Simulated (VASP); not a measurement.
# Hf3B2Ru (P6/mmm) in VASP: single point with PBE

Aim: the single point of Hf3B2Ru with PBE.

Everything below comes from runs of VASP 6.6.1. Logs are shortened: lines on timing, memory, paths and dates and some standing lists are left out, and cuts for length are marked.

## (1) The cell of the first run

It takes space group P6/mmm (No. 191, hexagonal). Conventional cell: a = 4.749 Å, b = 4.749 Å, c = 8.579 Å, α = 90.00°, β = 90.00°, γ = 120.00°. Hf (site symmetry 6/mmm) has 2 B at 2.31 Å within 3.0 Å. Within 3.6 Å of Hf (site symmetry -6m2) lie 3 Hf at 2.74 Å and 3 Ru at 2.74 Å and 6 B at 3.38 Å. B (site symmetry 6mm) has 1 Ru at 1.98 Å and 1 Hf at 2.31 Å within 2.6 Å. Ru (site symmetry 6/mmm) has 2 B at 1.98 Å within 2.6 Å.

## (2) Single point, PBE

The input, INCAR:

```
  PREC = Accurate
  ENCUT = 520
  EDIFF = 1E-7
  ISMEAR = 0
  SIGMA = 0.1
  LREAL = F
  LASPH = T
  NELM = 60
  ALGO = Fast
  ISIF = 2
  LWAVE = F
  LCHARG = F
  GGA = PE
  NBANDS = 34
```

The input, KPOINTS:

```
regular mesh
0
Gamma
  12 12 6
```

The input, POSCAR:

```
Hf3B2Ru
1.0
    4.7491346205      0.0000000000      0.0000000000
   -2.3745673103      4.1128712273      0.0000000000
    0.0000000000      0.0000000000      8.5785167506
Hf B Ru
3 2 1
Direct
    0.0000000000      0.0000000000      0.0000000000
    0.3333333333      0.6666666667      0.5000000000
    0.6666666667      0.3333333333      0.5000000000
    0.0000000000      0.0000000000      0.2689322130
    0.0000000000      0.0000000000      0.7310677870
    0.0000000000      0.0000000000      0.5000000000
```

Potentials or basis: VASP PAW PBE potentials, release 64 (Hf_pv, B, Ru_pv).

Command:

```sh
cat potpaw_PBE.64/Hf_pv/POTCAR potpaw_PBE.64/B/POTCAR potpaw_PBE.64/Ru_pv/POTCAR > POTCAR
mpirun -np 1 vasp_std > vasp.out
```

OUTCAR:

```text
PREC = Accurate
   ENCUT = 520
   EDIFF = 1E-7
   ISMEAR = 0
   LREAL = F
   LASPH = T
   NELM = 60
   ISIF = 2
   GGA = PE

 ion  position               nearest neighbor table
   1  0.000  0.000  0.000-   4 2.31   5 2.31
   2  0.333  0.667  0.500-   3 2.74   3 2.74   6 2.74   6 2.74   6 2.74   3 2.74
   3  0.667  0.333  0.500-   2 2.74   2 2.74   6 2.74   6 2.74   6 2.74   2 2.74
   4  0.000  0.000  0.269-   6 1.98   1 2.31
   5  0.000  0.000  0.731-   6 1.98   1 2.31
   6  0.000  0.000  0.500-   4 1.98   5 1.98   2 2.74   3 2.74   2 2.74   3 2.74   3 2.74   2 2.74

  LATTYP: Found a hexagonal cell.
 ALAT       =     4.7491346205
 C/A-ratio  =     1.8063326134

  Lattice vectors:

 A1 = (   4.7491346205,   0.0000000000,   0.0000000000)
 A2 = (  -2.3745673103,   4.1128712273,   0.0000000000)
 A3 = (   0.0000000000,   0.0000000000,   8.5785167506)

Analysis of symmetry for initial positions (statically):
=====================================================================
 Subroutine PRICEL returns:
 Original cell was already a primitive cell.

 Routine SETGRP: Setting up the symmetry group for a
 hexagonal supercell.

 Subroutine GETGRP returns: Found 24 space group operations
 (whereof 24 operations were pure point group operations)
 out of a pool of 24 trial point group operations.

The static configuration has the point symmetry D_6h.

Analysis of symmetry for dynamics (positions and initial velocities):
=====================================================================
 Subroutine PRICEL returns:
 Original cell was already a primitive cell.

 Routine SETGRP: Setting up the symmetry group for a
 hexagonal supercell.

 Subroutine GETGRP returns: Found 24 space group operations
 (whereof 24 operations were pure point group operations)
 out of a pool of 24 trial point group operations.

The dynamic configuration has the point symmetry D_6h.

 Subroutine INISYM returns: Found 24 space group operations
 (whereof 24 operations are pure point group operations),
 and found     1 'primitive' translations

----------------------------------------------------------------------------------------

                                     Primitive cell

  volume of cell :     167.5606

  direct lattice vectors                    reciprocal lattice vectors
     4.749134620  0.000000000  0.000000000     0.210564678  0.121569573  0.000000000
    -2.374567310  4.112871227  0.000000000     0.000000000  0.243139147  0.000000000
     0.000000000  0.000000000  8.578516751     0.000000000  0.000000000  0.116570268

  length of vectors
     4.749134620  4.749134620  8.578516751     0.243139147  0.243139147  0.116570268

  position of ions in fractional coordinates (direct lattice)
     0.000000000  0.000000000  0.000000000
     0.333333333  0.666666667  0.500000000
     0.666666667  0.333333333  0.500000000
     0.000000000  0.000000000  0.268932213
     0.000000000  0.000000000  0.731067787
     0.000000000  0.000000000  0.500000000

  ion indices of the primitive-cell ions
   primitive index   ion index
                 1           1
                 2           2
                 3           3
                 4           4
                 5           5
                 6           6

----------------------------------------------------------------------------------------

 KPOINTS: regular mesh

Automatic generation of k-mesh.
 Grid dimensions read from file:
 generate k-points for:   12   12    6

 Generating k-lattice:

  Cartesian coordinates                     Fractional coordinates (reciprocal lattice)
     0.017547056  0.010130798  0.000000000     0.083333333  0.000000000  0.000000000
     0.000000000  0.020261596  0.000000000     0.000000000  0.083333333  0.000000000
     0.000000000  0.000000000  0.019428378     0.000000000  0.000000000  0.166666667

  Length of vectors
     0.020261596  0.020261596  0.019428378

  Shift w.r.t. Gamma in fractional coordinates (k-lattice)
     0.000000000  0.000000000  0.000000000

 Subroutine IBZKPT returns following result:
 ===========================================

 Found     76 irreducible k-points:

 Following reciprocal coordinates:
            Coordinates               Weight
  0.000000  0.000000  0.000000      1.000000
  0.083333  0.000000  0.000000      6.000000
  0.166667  0.000000  0.000000      6.000000
  0.250000  0.000000  0.000000      6.000000
  0.333333 -0.000000  0.000000      6.000000
  0.416667  0.000000  0.000000      6.000000
[... 16 lines left out ...]
  0.250000  0.000000  0.166667     12.000000
  0.333333 -0.000000  0.166667     12.000000
 [... further k-points ...]
   k-points           NKPTS =     76   k-points in BZ     NKDIM =     76   number of bands    NBANDS=     34
   number of dos      NEDOS =    301   number of ions     NIONS =      6
   total plane-waves  NPLWV =  82944
   dimension x,y,z NGX =    36 NGY =   36 NGZ =   64
   dimension x,y,z NGXF=    72 NGYF=   72 NGZF=  128
   ions per type =               3   2   1
   NGX,Y,Z   is equivalent  to a cutoff of  12.60, 12.60, 12.40 a.u.
   NGXF,Y,Z  is equivalent  to a cutoff of  25.20, 25.20, 24.81 a.u.
 SYSTEM =  unknown system
   PREC   = accura    normal or accurate (medium, high low for compatibility)
   ISTART =      0    job   : 0-new  1-cont  2-samecut
   ICHARG =      2    charge: 1-file 2-atom 10-const
   ISPIN  =      1    spin polarized calculation?
   LNONCOLLINEAR =      F non collinear calculations
   LSORBIT =      F    spin-orbit coupling
   LASPH  =      T    aspherical Exc in radial PAW
   ENCUT  =  520.0 eV  38.22 Ry    6.18 a.u.   8.83  8.83 15.95*2*pi/ulx,y,z
   NELM   =     60;   NELMIN=  2; NELMDL= -5     # of ELM steps
   EDIFF  = 0.1E-06   stopping-criterion for ELM
   LREAL  =      F    real-space projection
   EDIFFG = 0.1E-05   stopping-criterion for IOM
   NSW    =      0    number of steps for IOM
   IBRION =     -1    ionic relax: 0-MD 1-quasi-New 2-CG
   NFREE  =      0    steps in history (QN), initial steepest desc. (CG)
   ISIF   =      2    stress and relaxation
   ISYM   =      2    0-nonsym 1-usesym 2-fastsym
   POTIM  = 0.5000    time-step for ionic-motion
   TEBEG  =    0.0;   TEEND  =   0.0 temperature during run
   PSTRESS=    0.0 pullay stress
   NELECT =      50.0000    total number of electrons
   NUPDOWN=      -1.0000    fix difference up-down
   EMIN   =  10.00;   EMAX   =-10.00  energy-range for DOS
   EFERMI =   0.00;   METHOD = LEGACY
   ISMEAR =     0;   SIGMA  =   0.10  broadening in eV -4-tet -1-fermi 0-gaus
   EFERMI_NEDOS =   21; number of points for ismear=-14 and -15
   IALGO  =     68    algorithm
   IMIX   =      4    mixing-type and parameters
     AMIX     =   0.40;   BMIX     =  1.00
     AMIX_MAG =   1.60;   BMIX_MAG =  1.00
  volume/ion in A,a.u.               =      27.93       188.46
  Fermi-wavevector in a.u.,A,eV,Ry     =   1.093975  2.067314 16.283211  1.196782
  Thomas-Fermi vector in A             =   2.230271
   LORBIT       =      0    0 simple, 1 ext, 2 COOP (PROOUT), +10 PAW based schemes
   GGA     = PE    functional components
   LHFCALC =     F    Hartree Fock is set to
   AEXX    =    0.0000 exact exchange contribution
   IVDW    =     0    specifies the selected vdW correction
   LEPSILON=     F    determine dielectric tensor
   LRPA    =     F    only Hartree local field effects (RPA)
 non-spin polarized calculation
 RMM-DIIS sequential band-by-band and
 Gauss-broadening in eV      SIGMA  =   0.10
  energy-cutoff  :      520.00
  volume of cell :      167.56
 maximum number of plane-waves:      4536
 NGX is ok and might be reduce to    36
   NGX = 17   NGY = 17   NGZ = 31

 number of electron      50.0000008 magnetization

 Free energy of the ion-electron system (eV)
  ---------------------------------------------------
  ext. energy  EPLUGINS =         0.00000000
  ---------------------------------------------------
  free energy    TOTEN  =       -42.61719307 eV

  energy without entropy =      -42.57615289  energy(sigma->0) =      -42.59667298

 E-fermi :   2.1444     XC(G=0):  -8.7405

 val. band max:        2.1428819995   @ k =   0.1667   0.0000   0.5000
 cond. band min:       2.1473911224   @ k =   0.1667   0.0000   0.3333
 fundamental gap:      0.0045091229
 Fermi energy:         2.1444209830

 k-point     1 :       0.0000    0.0000    0.0000
  band No.  band energies     occupation
      1     -41.1412      2.00000
      2     -40.7952      2.00000
      3     -40.7952      2.00000
      4     -30.1061      2.00000
      5     -30.1061      2.00000
      6     -29.5079      2.00000
[... 26 lines left out ...]
     33       4.4810      0.00000
     34       5.3367      0.00000

 k-point     2 :       0.0833    0.0000    0.0000
  band No.  band energies     occupation
      1     -41.1412      2.00000
      2     -40.7954      2.00000
      3     -40.7948      2.00000
      4     -30.1063      2.00000
      5     -30.1061      2.00000
      6     -29.5114      2.00000
[... 26 lines left out ...]
     33       4.5177      0.00000
     34       4.5880      0.00000

 k-point     3 :       0.1667    0.0000    0.0000
  band No.  band energies     occupation
      1     -41.1412      2.00000
      2     -40.7958      2.00000
      3     -40.7936      2.00000
      4     -30.1070      2.00000
      5     -30.1063      2.00000
      6     -29.5210      2.00000
[... 26 lines left out ...]
     33       4.5926      0.00000
     34       4.8841      0.00000

 k-point     4 :       0.2500    0.0000    0.0000
  band No.  band energies     occupation
      1     -41.1411      2.00000
      2     -40.7964      2.00000
      3     -40.7920      2.00000
      4     -30.1080      2.00000
      5     -30.1066      2.00000
      6     -29.5336      2.00000
[... 26 lines left out ...]
     33       4.5460      0.00000
     34       5.3085      0.00000

 k-point     5 :       0.3333   -0.0000    0.0000
  band No.  band energies     occupation
      1     -41.1410      2.00000
      2     -40.7971      2.00000
      3     -40.7902      2.00000
      4     -30.1090      2.00000
      5     -30.1069      2.00000
      6     -29.5458      2.00000
[... 621 lines left out ...]
 k-point    22 :       0.1667    0.0000    0.1667
  band No.  band energies     occupation
      1     -41.1412      2.00000
      2     -40.7958      2.00000
      3     -40.7936      2.00000
      4     -30.1070      2.00000
      5     -30.1063      2.00000
      6     -29.5210      2.00000
[... 26 lines left out ...]
     33       4.4933      0.00000
     34       4.8611      0.00000

 k-point    23 :       0.2500    0.0000    0.1667
  band No.  band energies     occupation
      1     -41.1411      2.00000
      2     -40.7964      2.00000
      3     -40.7920      2.00000
      4     -30.1080      2.00000
      5     -30.1066      2.00000
      6     -29.5336      2.00000
[... 26 lines left out ...]
     33       4.4984      0.00000
     34       5.0733      0.00000

 k-point    24 :       0.3333   -0.0000    0.1667
  band No.  band energies     occupation
      1     -41.1410      2.00000
      2     -40.7970      2.00000
      3     -40.7903      2.00000
      4     -30.1090      2.00000
      5     -30.1069      2.00000
      6     -29.5458      2.00000
[... 26 lines left out ...]
     33       4.0692      0.00000
     34       4.4701      0.00000

 [... further k-points ...]

------------------------ aborting loop because EDIFF is reached ----------------------------------------

  FORCE on cell =-STRESS in cart. coord.  units (eV):
  Direction    XX          YY          ZZ          XY          YZ          ZX
  --------------------------------------------------------------------------------------
  -------------------------------------------------------------------------------------
  Total       -0.4664809     -0.4664809     -0.0383976      0.0000000      0.0000000      0.0000000
  in kB       -4.4603878     -4.4603878     -0.3671490      0.0000000      0.0000000      0.0000000
  external PRESSURE =      -3.0959749 kB  Pullay stress =       0.0000000 kB

 VOLUME and BASIS-vectors are now :
 -----------------------------------------------------------------------------
  energy-cutoff  :      520.00
  volume of cell :      167.56
      direct lattice vectors                 reciprocal lattice vectors
     4.749134620  0.000000000  0.000000000     0.210564678  0.121569573  0.000000000
    -2.374567310  4.112871227  0.000000000     0.000000000  0.243139147  0.000000000
     0.000000000  0.000000000  8.578516751     0.000000000  0.000000000  0.116570268

 POSITION                                       TOTAL-FORCE (eV/Angst)
 -----------------------------------------------------------------------------------
      0.00000      0.00000      0.00000         0.000000     -0.000000      0.000000
     -0.00000      2.74191      4.28926         0.000000      0.000000     -0.000000
      2.37457      1.37096      4.28926        -0.000000     -0.000000      0.000000
      0.00000      0.00000      2.30704        -0.000000     -0.000000     -0.006231
      0.00000      0.00000      6.27148         0.000000      0.000000      0.006231
      0.00000      0.00000      4.28926         0.000000     -0.000000      0.000000
 -----------------------------------------------------------------------------------
    total drift:                                0.000000     -0.000000     -0.000000

  FREE ENERGIE OF THE ION-ELECTRON SYSTEM (eV)
  ---------------------------------------------------
  free  energy   TOTEN  =       -42.6171930690 eV

  energy  without entropy=      -42.5761528930  energy(sigma->0) =      -42.59667298
```

It took 12 min on 1 thread of Intel Xeon Platinum 8375C at 2.90GHz (Ice Lake), shared host; peak memory 0.56 GiB.

Results:

| Property | Result |
| --- | --- |
| Free energy | -42.6172 eV |
| Pressure | -0.3 GPa |
| Largest force | 0.006 eV/Å |
| Band gap on the k mesh | zero (bands 25 and 26 overlap by 0.51 eV) |

Forces on the atoms (eV/Å):
```
Hf   0.000  0.000  0.000
Hf   0.000  0.000  0.000
Hf   0.000  0.000  0.000
B    0.000  0.000 -0.006
B    0.000  0.000  0.006
Ru   0.000  0.000  0.000
```

Stress tensor (GPa, compression positive):
```
-0.45  0.00  0.00
 0.00 -0.45  0.00
 0.00  0.00 -0.04
```

Levels at points of the mesh, in eV from the Fermi level:
| k point | band 23 | band 24 | band 25 | band 26 | band 27 | band 28 |
| --- | --- | --- | --- | --- | --- | --- |
| (0.00, 0.00, 0.00) | -1.11 | -0.29 | -0.29 | 0.34 | 0.58 | 0.58 |
| (0.50, 0.00, 0.00) | -0.54 | -0.33 | -0.21 | -0.14 | 0.24 | 0.42 |
| (0.00, 0.00, 0.50) | -1.29 | -1.02 | -0.31 | -0.31 | 0.53 | 0.69 |
| (0.50, 0.00, 0.50) | -1.17 | -0.76 | -0.39 | -0.31 | 0.13 | 0.86 |

Caveat: spin-orbit coupling is left out, which moves the levels of the heavy elements.
